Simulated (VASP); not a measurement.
Crystal: NbInS4.

```
Nb In S
1.0
     5.04341    0.00000    0.00000
    -2.52170    4.36772    0.00000
     0.00000    0.00000    7.09807
Nb In S
1 1 4
Direct
  0.66667 0.33333 0.00000
  0.00000 0.00000 0.00000
  0.33333 0.66667 0.00000
  0.72003 0.86001 0.50000
  0.13999 0.86001 0.50000
  0.13999 0.27997 0.50000
```

The cell was generated, and may not be a known phase.

| Quantity | Value |
| --- | --- |
| Program | VASP 6.6.1 |
| Task | relaxation of cell and atoms |
| Functional | PBE |
| Potentials or basis | VASP PAW PBE potentials, release 64 (Nb_sv, In_d, S) |
| Cutoff | 600 eV |
| k mesh | 6 × 6 × 4 |
| Occupations | gaussian, width 0.1 eV |
| Spin | collinear spin |
| Starting moments | [2.55, 0.18, 0.0, 0.0, 0.0, 0.0] μB |

At the start: pressure -0.6 GPa; volume 26.06 Å³/atom.

Question: How do energy, volume and symmetry change on relaxing?

Answer: Over 23 steps the energy falls by 35.6 meV/atom and the volume is 22.65 Å³/atom (-13.1 %); space group P-6m2 (No. 187, to 0.1 Å) before and after; moment 3.00 μB per cell.

Step by step:
| step | energy change (eV) | largest force (eV/Å) | pressure (GPa) | volume (Å³) |
| --- | --- | --- | --- | --- |
| 1 | 0.0000 | 0.3839 | -0.55 | 156.36 |
| 2 | -0.0237 | 0.2012 | -0.68 | 154.34 |
| 3 | -0.0545 | 0.0301 | -0.72 | 149.83 |
| 4 | -0.1105 | 0.3033 | 0.47 | 141.07 |
| 5 | 0.3043 | 0.7149 | 9.47 | 124.58 |
| 6 | -0.1096 | 0.3279 | 0.89 | 139.85 |
| 7 | -0.1122 | 0.2998 | 1.56 | 137.51 |
| 8 | -0.1231 | 0.2598 | 1.50 | 137.09 |
| 9 | -0.1487 | 0.1682 | 1.43 | 135.83 |
| 10 | -0.1737 | 0.0156 | 1.90 | 133.32 |
| 11 | -0.1941 | 0.0476 | 1.05 | 134.58 |
| 12 | -0.2050 | 0.0901 | -0.25 | 136.65 |
| 13 | -0.2051 | 0.0868 | -0.15 | 136.46 |
| 14 | -0.2051 | 0.0856 | -0.11 | 136.40 |
| 15 | -0.2058 | 0.0838 | -0.10 | 136.28 |
| 16 | -0.2076 | 0.0790 | -0.05 | 135.92 |
| 17 | -0.2100 | 0.0666 | 0.05 | 135.21 |
| 18 | -0.2094 | 0.0305 | 0.31 | 133.78 |
| 19 | -0.2107 | 0.0524 | 0.19 | 134.56 |
| 20 | -0.2117 | 0.0488 | 0.07 | 134.94 |
| 21 | -0.2124 | 0.0396 | -0.22 | 135.75 |
| 22 | -0.2129 | 0.0284 | -0.19 | 135.80 |
| 23 | -0.2134 | 0.0064 | -0.08 | 135.88 |

Final structure:
```yaml
crystal:
  lattice:
    - [4.89307, 0.00000, 0.00000]
    - [-2.44653, 4.23752, 0.00000]
    - [0.00000, 0.00000, 6.55329]
  atoms:
    - { symbol: Nb, position: [0.66667, 0.33333, 0.00000] }
    - { symbol: In, position: [0.00000, 0.00000, 0.00000] }
    - { symbol: S, position: [0.33333, 0.66667, 0.00000] }
    - { symbol: S, position: [0.64745, 0.82372, 0.50000] }
    - { symbol: S, position: [0.17628, 0.82372, 0.50000] }
    - { symbol: S, position: [0.17628, 0.35255, 0.50000] }
```
